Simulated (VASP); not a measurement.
Input of a VASP 6.6.1 run:

File POSCAR:

```
MgS
1.0
    0.0000000000      2.5944902947      2.5944902947
    2.5944902947      0.0000000000      2.5944902947
    2.5944902947      2.5944902947      0.0000000000
S Mg
1 1
Direct
    0.2500000000      0.2500000000      0.2500000000
    0.0000000000      0.0000000000      0.0000000000
```

INCAR.step1

```
  ALGO = Normal
  EDIFF = 1E-5
  ENCUT = 520
  GGA = PE
  ISIF = 2
  ISMEAR = 0
  LASPH = T
  LCHARG = F
  LREAL = F
  LWAVE = T
  NBANDS = 11
  NELM = 60
  PREC = Accurate
  SIGMA = 0.05
```

Contents of INCAR.step2:

```
  AEXX = 0.25
  ALGO = Normal
  EDIFF = 1E-6
  ENCUT = 520
  GGA = PE
  ISIF = 2
  ISMEAR = 0
  ISTART = 1
  LASPH = T
  LCHARG = F
  LHFCALC = T
  LREAL = F
  LWAVE = F
  NBANDS = 11
  NELM = 60
  PREC = Accurate
  PRECFOCK = Normal
  SIGMA = 0.05
```

Contents of KPOINTS:

```
k-points
0
Gamma
  6 6 6
```

Potentials or basis: VASP PAW PBE potentials, release 64 (S, Mg).

The run is started by

```console
$ cat potpaw_PBE.64/S/POTCAR potpaw_PBE.64/Mg/POTCAR > POTCAR
$ cp INCAR.step1 INCAR
$ mpirun -np 1 vasp_std > vasp.out
$ cp INCAR.step2 INCAR
$ mpirun -np 1 vasp_std > vasp.out
```

Task: Predict the pressure.

Result: 26.2 GPa.

Task: What does it give for the band gap on the k mesh?

Result: 5.26 eV (least direct gap 6.77 eV).

Caveat: the cell stands under pressure; the PAW data sets were made with another functional, which shifts forces and pressure a little. A k mesh can miss the band edges.
